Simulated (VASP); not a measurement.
Input of a VASP 6.6.1 run:

Contents of INCAR:

```
  ALGO = Normal
  EDIFF = 1E-7
  ENCUT = 520
  GGA = PE
  ISIF = 2
  ISMEAR = 0
  LASPH = T
  LCHARG = F
  LREAL = F
  LWAVE = F
  NBANDS = 35
  NELM = 80
  PREC = Accurate
  SIGMA = 0.1
```

The input KPOINTS:

```
k-points
0
Gamma
  4 6 4
```

File POSCAR:

```
GaW
1.0
    4.6379562895      0.0000000000      0.0000000000
    0.0000000000      3.0692357798      0.0000000000
    0.0000000000      0.0000000000      4.7353923460
Ga W
2 2
Direct
    0.7500000000      0.0000000000      0.6870000000
    0.2500000000      0.0000000000      0.3130000000
    0.7500000000      0.5000000000      0.1880000000
    0.2500000000      0.5000000000      0.8120000000
```

Potentials or basis: VASP PAW PBE potentials, release 64 (Ga_d, W_sv).

Run with:

```console
$ cat potpaw_PBE.64/Ga_d/POTCAR potpaw_PBE.64/W_sv/POTCAR > POTCAR
$ mpirun -np 1 vasp_std > vasp.out
```

Predict the largest force.

1.261 eV/Å.

What does it give for the pressure?

-14.5 GPa.

Estimate the band gap on the k mesh.

zero (band 27 reaches 9.43 eV, above the bottom of band 28 at 7.56 eV).

Stress tensor (GPa, compression positive):
```
-14.36   0.00   0.00
  0.00 -16.65   0.00
  0.00   0.00 -12.47
```

Caveat: spin-orbit coupling is left out, which moves the levels of the heavy elements; forces of over 1 eV/Å act on the atoms, so gaps and moduli don't describe the material at rest.
